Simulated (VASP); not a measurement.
# CSe2 in VASP: a series of runs

Runs on CSe2. Level: PBE. Tasks: single point.

Everything below comes from runs of VASP 6.6.1. Logs are shortened: lines on timing, memory, paths and dates and some standing lists are left out, and cuts for length are marked.

## Step 1: The cell of the first run

It takes space group Cmce (No. 64, orthorhombic). The conventional cell has a = 7.140 Å, b = 5.990 Å, c = 9.463 Å, α = 90.00°, β = 90.00°, γ = 90.00°. Se (site symmetry m) has 1 C at 1.71 Å within 2.3 Å. Within 2.3 Å of C (site symmetry 2/m) lie 2 Se at 1.71 Å.

## Step 2: Single point, PBE

The input, INCAR:

```
ALGO = Normal
EDIFF = 1E-6
ENCUT = 600
GGA = PE
GGA_COMPAT = F
ISIF = 2
ISMEAR = -1
LASPH = T
LCHARG = F
LREAL = F
LWAVE = F
NBANDS = 25
NELM = 120
PREC = Accurate
SIGMA = 0.005
```

The input, KPOINTS:

```
k-points
0
Gamma
  5 5 3
```

The input, POSCAR:

```
CSe2
1.0
    3.5697670000     -2.9947800000      0.0000000000
    3.5697670000      2.9947800000      0.0000000000
    0.0000000000      0.0000000000      9.4626520000
Se C
4 2
Direct
    0.2124220000      0.7875780000      0.8793850000
    0.7875780000      0.2124220000      0.1206150000
    0.2875780000      0.7124220000      0.3793850000
    0.7124220000      0.2875780000      0.6206150000
    0.0000000000      0.0000000000      0.0000000000
    0.5000000000      0.5000000000      0.5000000000
```

Potentials or basis: VASP PAW PBE potentials, release 64 (Se, C).

Run with:

```bash
> cat potpaw_PBE.64/Se/POTCAR potpaw_PBE.64/C/POTCAR > POTCAR
> mpirun -np 1 vasp_std > vasp.out
```

OUTCAR:

```text
EDIFF = 1E-6
   ENCUT = 600
   GGA = PE
   ISIF = 2
   ISMEAR = -1
   LASPH = T
   LREAL = F
   NELM = 120
   PREC = Accurate

 ion  position               nearest neighbor table
   1  0.212  0.788  0.879-   5 1.71
   2  0.788  0.212  0.121-   5 1.71
   3  0.288  0.712  0.379-   6 1.71
   4  0.712  0.288  0.621-   6 1.71
   5  0.000  0.000  0.000-   1 1.71   2 1.71
   6  0.500  0.500  0.500-   3 1.71   4 1.71

  LATTYP: Found a base centered orthorhombic cell.
 ALAT       =     5.9895600000
 B/A-ratio  =     1.1919964071
 C/A-ratio  =     1.5798576189

  Lattice vectors:

 A1 = (  -3.5697670000,  -2.9947800000,   0.0000000000)
 A2 = (   3.5697670000,  -2.9947800000,   0.0000000000)
 A3 = (   0.0000000000,   0.0000000000,   9.4626520000)

Analysis of symmetry for initial positions (statically):
=====================================================================
 Subroutine PRICEL returns:
 Original cell was already a primitive cell.

 Routine SETGRP: Setting up the symmetry group for a
 base centered orthorhombic supercell.

 Subroutine GETGRP returns: Found  8 space group operations
 (whereof  4 operations were pure point group operations)
 out of a pool of  8 trial point group operations.

The static configuration has the point symmetry C_2h.
 The point group associated with its full space group is D_2h.

Analysis of symmetry for dynamics (positions and initial velocities):
=====================================================================
 Subroutine PRICEL returns:
 Original cell was already a primitive cell.

 Routine SETGRP: Setting up the symmetry group for a
 base centered orthorhombic supercell.

 Subroutine GETGRP returns: Found  8 space group operations
 (whereof  4 operations were pure point group operations)
 out of a pool of  8 trial point group operations.

The dynamic configuration has the point symmetry C_2h.
 The point group associated with its full space group is D_2h.

 Subroutine INISYM returns: Found  8 space group operations
 (whereof  4 operations are pure point group operations),
 and found     1 'primitive' translations

[... 82 lines left out ...]
   ions per type =               4   2
   NGX,Y,Z   is equivalent  to a cutoff of  14.27, 14.27, 14.05 a.u.
   NGXF,Y,Z  is equivalent  to a cutoff of  28.54, 28.54, 28.11 a.u.
 SYSTEM =  unknown system
   PREC   = accura    normal or accurate (medium, high low for compatibility)
   ISTART =      0    job   : 0-new  1-cont  2-samecut
   ICHARG =      2    charge: 1-file 2-atom 10-const
   ISPIN  =      1    spin polarized calculation?
   LNONCOLLINEAR =      F non collinear calculations
   LSORBIT =      F    spin-orbit coupling
   LASPH  =      T    aspherical Exc in radial PAW
   ENCUT  =  600.0 eV  44.10 Ry    6.64 a.u.   9.31  9.31 18.90*2*pi/ulx,y,z
   NELM   =    120;   NELMIN=  2; NELMDL= -5     # of ELM steps
   EDIFF  = 0.1E-05   stopping-criterion for ELM
   LREAL  =      F    real-space projection
[... 7 lines left out ...]
   TEBEG  =    0.0;   TEEND  =   0.0 temperature during run
   PSTRESS=    0.0 pullay stress
   NELECT =      32.0000    total number of electrons
   NUPDOWN=      -1.0000    fix difference up-down
   EMIN   =  10.00;   EMAX   =-10.00  energy-range for DOS
   EFERMI =   0.00;   METHOD = LEGACY
   ISMEAR =    -1;   SIGMA  =   0.01  broadening in eV -4-tet -1-fermi 0-gaus
   EFERMI_NEDOS =   21; number of points for ismear=-14 and -15
   IALGO  =     38    algorithm
   IMIX   =      4    mixing-type and parameters
     AMIX     =   0.40;   BMIX     =  1.00
     AMIX_MAG =   1.60;   BMIX_MAG =  1.00
  volume/ion in A,a.u.               =      33.72       227.56
  Fermi-wavevector in a.u.,A,eV,Ry     =   0.885338  1.673046 10.664556  0.783823
  Thomas-Fermi vector in A             =   2.006358
   LORBIT       =      0    0 simple, 1 ext, 2 COOP (PROOUT), +10 PAW based schemes
   GGA     = PE    functional components
   LHFCALC =     F    Hartree Fock is set to
   AEXX    =    0.0000 exact exchange contribution
   IVDW    =     0    specifies the selected vdW correction
   LEPSILON=     F    determine dielectric tensor
   LRPA    =     F    only Hartree local field effects (RPA)
 non-spin polarized calculation
  energy-cutoff  :      600.00
  volume of cell :      202.32
 maximum number of plane-waves:      6782
 NGX is ok and might be reduce to    40
   NGX = 19   NGY = 19   NGZ = 37

 number of electron      32.0000003 magnetization

 Free energy of the ion-electron system (eV)
  ---------------------------------------------------
  ext. energy  EPLUGINS =         0.00000000
  ---------------------------------------------------
  free energy    TOTEN  =       -28.46885442 eV

  energy without entropy =      -28.46885442  energy(sigma->0) =      -28.46885442

 E-fermi :  -0.8686     XC(G=0):  -7.0183

 val. band max:       -0.9810820685   @ k =  -0.4000   0.4000   0.0000
 cond. band min:       1.4135258942   @ k =   0.0000   0.0000   0.0000
 fundamental gap:      2.3946079627
 Fermi energy:        -0.8685914901

 k-point     1 :       0.0000    0.0000    0.0000
  band No.  band energies     occupation
      1     -15.7337      2.00000
      2     -15.6227      2.00000
      3     -13.8632      2.00000
      4     -13.6975      2.00000
      5      -8.0997      2.00000
      6      -7.8310      2.00000
[... 493 lines left out ...]
     24       6.2163      0.00000
     25       7.1034      0.00000

------------------------ aborting loop because EDIFF is reached ----------------------------------------

  FORCE on cell =-STRESS in cart. coord.  units (eV):
  Direction    XX          YY          ZZ          XY          YZ          ZX
  --------------------------------------------------------------------------------------
  -------------------------------------------------------------------------------------
  Total        0.4100389      0.1585380      0.1505606      0.0000000      0.0000000      0.0000000
  in kB        3.2470424      1.2554411      1.1922694      0.0000000      0.0000000      0.0000000
  external PRESSURE =       1.8982510 kB  Pullay stress =       0.0000000 kB

 VOLUME and BASIS-vectors are now :
 -----------------------------------------------------------------------------
  energy-cutoff  :      600.00
  volume of cell :      202.32
      direct lattice vectors                 reciprocal lattice vectors
     3.569767000 -2.994780000  0.000000000     0.140065164 -0.166957172  0.000000000
     3.569767000  2.994780000  0.000000000     0.140065164  0.166957172  0.000000000
     0.000000000  0.000000000  9.462652000     0.000000000  0.000000000  0.105678619

 POSITION                                       TOTAL-FORCE (eV/Angst)
 -----------------------------------------------------------------------------------
      3.56977      1.72247      8.32131         0.000000      0.048887      0.027487
      3.56977     -1.72247      1.14134         0.000000     -0.048887     -0.027487
      3.56977      1.27231      3.58999         0.000000     -0.048887      0.027487
      3.56977     -1.27231      5.87266         0.000000      0.048887     -0.027487
      0.00000      0.00000      0.00000         0.000000      0.000000      0.000000
      3.56977      0.00000      4.73133         0.000000      0.000000      0.000000
 -----------------------------------------------------------------------------------
    total drift:                                0.000000     -0.000000     -0.000000

  FREE ENERGIE OF THE ION-ELECTRON SYSTEM (eV)
  ---------------------------------------------------
  free  energy   TOTEN  =       -28.4688544156 eV

  energy  without entropy=      -28.4688544156  energy(sigma->0) =      -28.46885442
```

OSZICAR:

```text
N       E                     dE             d eps       ncg     rms          rms(c)
DAV:   1     0.182628434089E+03    0.18263E+03   -0.13188E+04   900   0.116E+03
DAV:   2    -0.109950152592E+02   -0.19362E+03   -0.18457E+03  1221   0.192E+02
DAV:   3    -0.297920730108E+02   -0.18797E+02   -0.18538E+02  1091   0.636E+01
DAV:   4    -0.302059718041E+02   -0.41390E+00   -0.41249E+00  1139   0.110E+01
DAV:   5    -0.302159313284E+02   -0.99595E-02   -0.99555E-02  1152   0.160E+00    0.141E+01
DAV:   6    -0.286815718991E+02    0.15344E+01   -0.45606E+00  1072   0.135E+01    0.607E+00
DAV:   7    -0.284938808744E+02    0.18769E+00   -0.94100E-01   967   0.573E+00    0.471E+00
DAV:   8    -0.284905336476E+02    0.33472E-02   -0.28284E-01  1118   0.244E+00    0.879E-01
DAV:   9    -0.284678082816E+02    0.22725E-01   -0.33216E-02  1216   0.115E+00    0.281E-01
DAV:  10    -0.284689148211E+02   -0.11065E-02   -0.11488E-02  1046   0.488E-01    0.986E-02
DAV:  11    -0.284688223890E+02    0.92432E-04   -0.17613E-04  1200   0.765E-02    0.675E-02
DAV:  12    -0.284688495382E+02   -0.27149E-04   -0.19112E-04  1022   0.743E-02    0.110E-02
DAV:  13    -0.284688545932E+02   -0.50550E-05   -0.55484E-06  1152   0.129E-02    0.130E-02
DAV:  14    -0.284688544156E+02    0.17759E-06   -0.16375E-06   774   0.753E-03
   1 F= -.28468854E+02 E0= -.28468854E+02  d E =-.106319E-11
```

stdout:

```text
POSCAR found type information on POSCAR SeC
 POSCAR found :  2 types and       6 ions
 scaLAPACK will be used
 LDA part: xc-table for (Slater+PW92), standard interpolation
 POSCAR, INCAR and KPOINTS ok, starting setup
 FFT: planning ... GRIDC
 FFT: planning ... GRID_SOFT
 FFT: planning ... GRID
 WAVECAR not read
 entering main loop
```

Run time: 3.1 min. Hardware: 1 thread of Intel Xeon 8259CL, shared host; peak memory 0.38 GiB.

What came out:

* Free energy: -28.4689 eV
* Pressure: 0.2 GPa
* Largest force: 0.056 eV/Å
* Band gap on the k mesh: 2.39 eV (least direct gap 2.45 eV)

Forces in eV/Å, atoms in the order of the input:
```
Se   0.000  0.049  0.027
Se   0.000 -0.049 -0.027
Se   0.000 -0.049  0.027
Se   0.000  0.049 -0.027
C    0.000  0.000  0.000
C    0.000  0.000  0.000
```

Stress tensor (GPa, compression positive):
```
0.32 0.00 0.00
0.00 0.13 0.00
0.00 0.00 0.12
```

Levels at points of the mesh, in eV from the valence-band top:
```csv
k point,band 13,band 14,band 15,band 16,band 17,band 18,band 19,band 20
"(0.00, 0.00, 0.00)",-0.98,-0.73,-0.67,-0.33,2.39,2.64,2.92,3.33
```

Caveat: this functional lacks dispersion, which holds the molecules together, so the pressure and a relaxed volume are unreliable; an odd mesh through Γ misses points on the zone boundary, where band edges can lie.

## Step 3: Single point, PBE

The input, INCAR:

```
SYSTEM = CSe2
PREC = Accurate
ENCUT = 600
EDIFF = 1E-6
ISMEAR = -1
SIGMA = 0.05
LREAL = .False.
LASPH = .True.
NELM = 120
ALGO = Normal
ISIF = 2
LWAVE = .False.
LCHARG = .False.
GGA = PE
NBANDS = 25
GGA_COMPAT = .False.
```

The input, KPOINTS:

```
regular mesh
0
Gamma
  4 4 2
  0 0 0
```

The input, POSCAR:

```
CSe2
1.0
    3.5697670000     -2.9947800000      0.0000000000
    3.5697670000      2.9947800000      0.0000000000
    0.0000000000      0.0000000000      9.4626520000
Se C
4 2
Direct
    0.2168650000      0.7852020000      0.8852330000
    0.7928090000      0.2097190000      0.1174770000
    0.2985130000      0.7213870000      0.3765090000
    0.7152940000      0.2823980000      0.6191460000
    0.0018200000     -0.0153670000     -0.0006670000
    0.4967520000      0.5048400000      0.4934080000
```

Potentials or basis: VASP PAW PBE potentials, release 64 (Se, C).

Run with:

```bash
> cat potpaw_PBE.64/Se/POTCAR potpaw_PBE.64/C/POTCAR > POTCAR
> mpirun -np 1 vasp_std > vasp.out
```

OUTCAR:

```text
SYSTEM = CSe2
   PREC = Accurate
   ENCUT = 600
   EDIFF = 1E-6
   ISMEAR = -1
   LREAL = .False.
   LASPH = .True.
   NELM = 120
   ISIF = 2
   GGA = PE

 ion  position               nearest neighbor table
   1  0.217  0.785  0.885-   5 1.65
   2  0.793  0.210  0.117-   5 1.72
   3  0.299  0.721  0.377-   6 1.66
   4  0.715  0.282  0.619-   6 1.78
   5  0.002  0.985  0.999-   1 1.65   2 1.72
   6  0.497  0.505  0.493-   3 1.66   4 1.78

[... 760 lines left out ...]
  -------------------------------------------------------------------------------------
  Total        0.3993709      2.2018492      1.6524640     -0.0510704      2.5629892     -0.1182827
  in kB        3.1625639     17.4361462     13.0856389     -0.4044198     20.2959648     -0.9366651
  external PRESSURE =      11.2281163 kB  Pullay stress =       0.0000000 kB

 VOLUME and BASIS-vectors are now :
 -----------------------------------------------------------------------------
  energy-cutoff  :      600.00
  volume of cell :      202.32
      direct lattice vectors                 reciprocal lattice vectors
     3.569767000 -2.994780000  0.000000000     0.140065164 -0.166957172  0.000000000
     3.569767000  2.994780000  0.000000000     0.140065164  0.166957172  0.000000000
     0.000000000  0.000000000  9.462652000     0.000000000  0.000000000  0.105678619

 POSITION                                       TOTAL-FORCE (eV/Angst)
 -----------------------------------------------------------------------------------
      3.57715      1.70204      8.37665        -0.031813     -1.935196     -1.699522
      3.57879     -1.74623      1.11164        -0.115924     -0.047570      0.001477
      3.64081      1.26641      3.56277        -0.001317      1.119212     -1.005371
      3.56153     -1.29643      5.85876        -0.016517      1.457164     -1.302481
      3.52141      2.94331      9.45634         0.147945      1.987142      1.683984
      3.57545      0.02422      4.66895         0.017627     -2.580752      2.321914
 -----------------------------------------------------------------------------------
    total drift:                               -0.000030      0.000155     -0.000100

  FREE ENERGIE OF THE ION-ELECTRON SYSTEM (eV)
  ---------------------------------------------------
  free  energy   TOTEN  =       -28.2801845339 eV

  energy  without entropy=      -28.2801845338  energy(sigma->0) =      -28.28018453
```

OSZICAR:

```text
N       E                     dE             d eps       ncg     rms          rms(c)
DAV:   1     0.186045311215E+03    0.18605E+03   -0.13118E+04  1000   0.115E+03
DAV:   2    -0.104505686616E+02   -0.19650E+03   -0.18689E+03  1367   0.190E+02
DAV:   3    -0.297357059852E+02   -0.19285E+02   -0.19024E+02  1233   0.643E+01
DAV:   4    -0.301571156643E+02   -0.42141E+00   -0.42026E+00  1239   0.111E+01
DAV:   5    -0.301670640663E+02   -0.99484E-02   -0.99449E-02  1268   0.162E+00    0.145E+01
DAV:   6    -0.284916076914E+02    0.16755E+01   -0.48617E+00  1158   0.140E+01    0.623E+00
DAV:   7    -0.283073976983E+02    0.18421E+00   -0.99132E-01  1081   0.588E+00    0.476E+00
DAV:   8    -0.282995546421E+02    0.78431E-02   -0.27445E-01  1295   0.246E+00    0.816E-01
DAV:   9    -0.282792227544E+02    0.20332E-01   -0.30708E-02  1272   0.115E+00    0.307E-01
DAV:  10    -0.282801510030E+02   -0.92825E-03   -0.11218E-02  1144   0.477E-01    0.139E-01
DAV:  11    -0.282801385353E+02    0.12468E-04   -0.33584E-04  1240   0.109E-01    0.541E-02
DAV:  12    -0.282801607454E+02   -0.22210E-04   -0.10918E-04  1232   0.561E-02    0.267E-02
DAV:  13    -0.282801816833E+02   -0.20938E-04   -0.35648E-05  1112   0.325E-02    0.630E-03
DAV:  14    -0.282801841169E+02   -0.24336E-05   -0.21900E-06  1112   0.835E-03    0.535E-03
DAV:  15    -0.282801845339E+02   -0.41692E-06   -0.57387E-07   800   0.505E-03
   1 F= -.28280185E+02 E0= -.28280185E+02  d E =-.468158E-10
```

stdout:

```text
POSCAR found type information on POSCAR SeC
 POSCAR found :  2 types and       6 ions
 scaLAPACK will be used
 LDA part: xc-table for (Slater+PW92), standard interpolation
 POSCAR, INCAR and KPOINTS ok, starting setup
 FFT: planning ... GRIDC
 FFT: planning ... GRID_SOFT
 FFT: planning ... GRID
 WAVECAR not read
 entering main loop
```

It took 3.6 min on 1 thread of Intel Xeon 8259CL, shared host; peak memory 0.38 GiB.

What came out:

```yaml
Free_energy: -28.2802 eV
Pressure: 1.1 GPa
Largest_force: 3.472 eV/Å
Band_gap_on_the_k_mesh: 2.37 eV (least direct gap 2.50 eV)
```

Forces on the atoms (eV/Å):
```
Se  -0.032 -1.935 -1.700
Se  -0.116 -0.048  0.001
Se  -0.001  1.119 -1.005
Se  -0.017  1.457 -1.302
C    0.148  1.987  1.684
C    0.018 -2.581  2.322
```

Levels at points of the mesh, in eV from the valence-band top:
```csv
k point,band 14,band 15,band 16,band 17,band 18,band 19
"(0.00, 0.00, 0.00)",-0.77,-0.70,-0.37,2.37,2.65,2.89
"(0.50, 0.00, 0.00)",-0.61,-0.28,-0.23,2.47,2.57,2.77
"(0.00, 0.50, 0.00)",-0.55,-0.27,-0.21,2.48,2.57,2.81
"(0.50, 0.50, 0.00)",-0.92,-0.59,0.00,2.50,2.55,3.39
"(0.00, 0.00, 0.50)",-0.83,-0.58,-0.51,2.57,2.70,2.85
"(0.50, 0.00, 0.50)",-0.72,-0.22,-0.19,2.44,2.49,2.90
"(0.00, 0.50, 0.50)",-0.65,-0.21,-0.18,2.43,2.52,2.92
"(0.50, 0.50, 0.50)",-0.88,-0.49,-0.48,2.94,2.97,3.04
```

Caveat: this functional lacks dispersion, which holds the molecules together, so the pressure and a relaxed volume are unreliable; forces of over 1 eV/Å act on the atoms, so gaps and moduli don't describe the material at rest.

(Continued in part 2 of 2.)
